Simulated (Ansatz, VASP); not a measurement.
**TePb: VASP beside Ansatz**

```
Pb Te
1.0
     4.00229    0.00000    0.00000
     0.00000    4.00229    0.00000
     0.00000    0.00000    4.00229
Pb Te
1 1
Direct
  0.00000 0.00000 0.00000
  0.50000 0.50000 0.50000
```

Alike in both runs: task relaxation of cell and atoms; functional RPBE; dispersion D3(BJ); k mesh 7 × 7 × 7; occupations fermi-dirac, width 0.05 eV; no spin polarisation.

|  | VASP | Ansatz |
| --- | --- | --- |
| version | VASP 6.6.1 | Ansatz 0.2.0 |
| potentials or method | VASP PAW PBE potentials, release 64 (Pb_d, Te), cutoff 600 eV | all-electron LAPW, scalar-relativistic |

Ansatz gave:

* relaxed volume (Å³/atom): 22.12
* relaxed cell length with the largest relative difference (Å): 3.537

Question: What did VASP give for the same quantities?

Answer: Relaxed volume (Å³/atom): 22.11; relaxed cell length with the largest relative difference (Å): 3.536.

VASP's potentials were made for PBE, not for RPBE. Ansatz ran all-electron here, and VASP with PAW potentials.

Spin-orbit coupling is off throughout. Noted on VASP's run: the volume moved by over 15 % at a fixed basis, so the end points are rough. Noted on Ansatz's run: the volume moved by over 15 % at a fixed basis, so the end points are rough.
